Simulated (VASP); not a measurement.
Here is a VASP 6.6.1 calculation.

INCAR

```
SYSTEM = SrVO3
  PREC = Accurate
  ENCUT = 520
  EDIFF = 1E-8
  ISMEAR = -1
  SIGMA = 0.05
  LREAL = .FALSE.
  LASPH = .TRUE.
  NELM = 150
  ALGO = Normal
  ISIF = 2
  LWAVE = .FALSE.
  LCHARG = .FALSE.
  ISPIN = 2
  MAGMOM = 0 1 0 0 0
  LORBIT = 11
  LMAXMIX = 4
  GGA = PE
  LEFG = .TRUE.
  NBANDS = 32
```

Contents of KPOINTS:

```
regular mesh
0
G
  9 9 9
  0 0 0
```

POSCAR

```
SrVO3
1.0
    3.8409000000      0.0000000000      0.0000000000
    0.0000000000      3.8409000000      0.0000000000
    0.0000000000      0.0000000000      3.8409000000
Sr V O
1 1 3
Direct
    0.5000000000      0.5000000000      0.5000000000
    0.0000000000      0.0000000000      0.0000000000
    0.5000000000      0.0000000000      0.0000000000
    0.0000000000      0.5000000000      0.0000000000
    0.0000000000      0.0000000000      0.5000000000
```

Potentials or basis: VASP PAW PBE potentials, release 64 (Sr_sv, V_sv, O).

The run is started by

```bash
$ cat potpaw_PBE.64/Sr_sv/POTCAR potpaw_PBE.64/V_sv/POTCAR potpaw_PBE.64/O/POTCAR > POTCAR
$ mpirun -np 1 vasp_std > vasp.out
```

Problem. Predict the pressure.

Solution. 3.5 GPa.

Problem. What does it give for the site moments?

Solution. Sr +0.00; V +0.31; O -0.00 μB.

Problem. What does it give for the net moment?

Solution. 0.33 μB per cell.

Electric field gradients, principal values (V/Å²):
| atom | least | middle | greatest (by size) |
| --- | --- | --- | --- |
| 1 Sr | 0.000 | 0.000 | 0.000 |
| 2 V | 0.000 | 0.000 | 0.000 |
| 3 O | -15.376 | -15.376 | 30.753 |
| 4 O | -15.376 | -15.376 | 30.753 |
| 5 O | -15.376 | -15.376 | 30.753 |

Caveat: without QUAD_EFG the Cq values of the log hold for a quadrupole moment of 1 mb, not for the nuclei.
